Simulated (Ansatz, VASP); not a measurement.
## ZrB in VASP and in Ansatz

```
Zr B
1.0
     0.00000    2.43145    2.28824
     2.43145    0.00000    2.28824
     2.43145    2.43145    0.00000
Zr B
1 1
Direct
  0.00000 0.00000 0.00000
  0.50000 0.50000 0.50000
```

Alike in both runs: task single point; functional LDA; k mesh 18 × 18 × 18; occupations gaussian, width 0.15 eV; no spin polarisation.

|  | VASP | Ansatz |
| --- | --- | --- |
| version | VASP 6.6.1 | Ansatz 0.2.0 |
| potentials or method | VASP PAW LDA potentials, release 64 (Zr_sv, B), cutoff 520 eV | scalar-relativistic, plane waves, PAW |
| valence electrons in the cell | 15 | 15 |

```tsv
	VASP	Ansatz	Ansatz less VASP
gap on the k mesh at the Fermi level (eV)	none	none	-
pressure (GPa)	9.2	8.8	-0.38
traceless stress, the component that is largest in VASP (GPa)	15.73	15.69	-0.036
```

LDA's correlation is that of Perdew and Zunger in VASP and of Perdew and Wang (1992) in Ansatz. A gap of «none» marks a metal or a gap that the smearing closes.
